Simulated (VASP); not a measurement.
**ZnO: single point with r2SCAN**

Crystal: ZnO.

```
CELL_PARAMETERS angstrom
3.23487 0.00000 0.00000
-1.61743 2.80148 0.00000
0.00000 0.00000 4.89957
ATOMIC_POSITIONS crystal
Zn 0.66667 0.33333 0.49060
Zn 0.33333 0.66667 0.99060
O 0.66667 0.33333 0.88971
O 0.33333 0.66667 0.38971
```

| Quantity | Value |
| --- | --- |
| Program | VASP 6.6.1 |
| Task | single point |
| Functional | r2SCAN |
| Potentials or basis | VASP PAW PBE potentials, release 64 (Zn, O) |
| Cutoff | 520 eV |
| k mesh | 12 × 12 × 6 |
| Occupations | gaussian, width 0.02 eV |
| Spin | no spin polarisation |

- Pressure: 11.3 GPa
- Largest force: 0.005 eV/Å
- Band gap on the k mesh: 1.39 eV, direct

Forces on the atoms (eV/Å):
```
Zn   0.000  0.000  0.005
Zn   0.000  0.000  0.005
O    0.000  0.000 -0.005
O    0.000  0.000 -0.005
```

Stress tensor (GPa, compression positive):
```
 9.84  0.00  0.00
 0.00  9.84  0.00
 0.00  0.00 14.08
```

Levels at points of the mesh, in eV from the valence-band top:
| k point | band 14 | band 15 | band 16 | band 17 | band 18 | band 19 | band 20 | band 21 | band 22 | band 23 |
| --- | --- | --- | --- | --- | --- | --- | --- | --- | --- | --- |
| (0.00, 0.00, 0.00) | -0.87 | -0.87 | -0.21 | 0.00 | 0.00 | 1.39 | 5.87 | 9.61 | 13.45 | 13.45 |
| (0.50, 0.00, 0.00) | -3.71 | -2.94 | -2.65 | -1.29 | -1.10 | 6.69 | 7.34 | 8.69 | 9.39 | 12.15 |
| (0.00, 0.00, 0.50) | -2.17 | -0.42 | -0.42 | -0.42 | -0.42 | 4.21 | 4.21 | 11.49 | 11.49 | 13.73 |
| (0.50, 0.00, 0.50) | -3.86 | -1.81 | -1.81 | -1.23 | -1.23 | 6.47 | 6.47 | 9.55 | 9.55 | 12.22 |

Run time: 97 s on 1 thread of Intel(R) Xeon(R) 6975P-C (Granite Rapids), with other jobs on the host, peak memory 0.21 GiB.

Caveat: the PAW data sets were made with another functional, which shifts forces and pressure a little. r2SCAN opens gaps a little over a GGA but as a rule still falls short of measured ones.
